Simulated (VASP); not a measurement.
Here is a VASP 6.6.1 calculation.

The input INCAR:

```
PREC = Accurate
ENCUT = 520
EDIFF = 1E-6
ISMEAR = -1
SIGMA = 0.05
LREAL = F
LASPH = T
NELM = 60
ALGO = Normal
ISIF = 2
LWAVE = F
LCHARG = T
GGA = PE
LELF = T
LVHAR = T
NBANDS = 16
```

The input KPOINTS:

```
regular mesh
0
Gamma
  10 10 10
```

The input POSCAR:

```
CdSe
1.0
    0.0000000000      3.0702711986      3.0702711986
    3.0702711986      0.0000000000      3.0702711986
    3.0702711986      3.0702711986      0.0000000000
Cd Se
1 1
Direct
    0.0000000000      0.0000000000      0.0000000000
    0.2500000000      0.2500000000      0.2500000000
```

Potentials or basis: VASP PAW PBE potentials, release 64 (Cd, Se).

The run is started by

```console
$ cat potpaw_PBE.64/Cd/POTCAR potpaw_PBE.64/Se/POTCAR > POTCAR
$ mpirun -np 1 vasp_std > vasp.out
```

Task: Estimate the pressure.

Result: 1.6 GPa.

Task: Estimate the band gap on the k mesh.

Result: 0.55 eV.

Caveat: semilocal functionals underestimate gaps, and a narrow one can read as zero.
